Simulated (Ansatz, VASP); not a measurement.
Two plane-wave programs on SnSe

Contents of POSCAR:

```
SnSe
1.0
   -0.0612697125      2.9852747159      2.9852747159
    2.9852747159     -0.0612697125      2.9852747159
    2.9852747159      2.9852747159     -0.0612697125
Sn Se
1 1
Direct
    0.0000000000      0.0000000000      0.0000000000
    0.5000000000      0.5000000000      0.5000000000
```

INCAR.step1

```
ALGO = Normal ; EDIFF = 1E-5
ENCUT = 520 ; GGA = PE
ISIF = 2 ; ISMEAR = -1
LASPH = True ; LREAL = False
LWAVE = True ; NBANDS = 17
NELM = 100 ; PREC = Accurate
SIGMA = 0.02
```

The input INCAR.step2:

```
ALGO = Normal ; EDIFF = 1E-7
ENCUT = 520 ; GGA = PE
HFSCREEN = 0.2079 ; ISIF = 2
ISMEAR = -1 ; ISTART = 1
LASPH = True ; LCHARG = True
LELF = True ; LHFCALC = True
LREAL = False ; LVHAR = True
LWAVE = False ; NBANDS = 17
NELM = 100 ; PREC = Accurate
PRECFOCK = Normal ; SIGMA = 0.02
```

KPOINTS

```
k-points
0
Gamma
  6 6 6
```

Input for Ansatz:

```yaml
crystal:
  lattice:
    - [-0.0612697125, 2.9852747159, 2.9852747159]
    - [2.9852747159, -0.0612697125, 2.9852747159]
    - [2.9852747159, 2.9852747159, -0.0612697125]
  atoms:
    - { symbol: Sn, position: [0.0, 0.0, 0.0] }
    - { symbol: Se, position: [0.5, 0.5, 0.5] }
kpoints:
  mp_grid: { grid: [6, 6, 6] }
  band_path:
    path:
      - [0.0, 0.0, 0.0]
      - [0.5, 0.0, 0.5]
      - [0.625, 0.25, 0.625]
      - [0.375, 0.375, 0.75]
      - [0.5, 0.5, 0.5]
      - [0.5, 0.25, 0.75]
      - [0.5, 0.475, 0.525]
    npoints: 1
hamiltonian:
  xc: hse06
scf:
  occupations: { method: fermi_dirac, width: 0.02 }
  n_extra_bands: 4
output:
  forces: true
  stress: true
  eigenvalues: true
```

Change from the starting cell: epitaxial_111 strain +1.5%.

Alike in both runs: task single point; functional HSE06; k mesh 6 × 6 × 6; occupations fermi-dirac, width 0.02 eV; no spin polarisation.

|  | VASP | Ansatz |
| --- | --- | --- |
| version | VASP 6.6.1 | Ansatz 0.2.0 |
| potentials or method | VASP PAW PBE potentials, release 64 (Sn_d, Se) | plane waves, PAW |
| plane-wave cutoff (eV) | 520 | 420 |
| valence electrons in the cell | 20 | 30 |

VASP gave:

* pressure (GPa): -1.0
* traceless stress, the component that is largest in VASP (GPa): 0.38

Task: Which values does Ansatz return?

Result: Pressure (GPa): -0.9; traceless stress, the component that is largest in VASP (GPa): 0.38.

VASP's potentials hold 20 valence electrons a cell and Ansatz's 30, so a difference there can come from the potentials and not from the codes. Ansatz's warnings: stress exchange threshold loose, stress scf threshold loose.
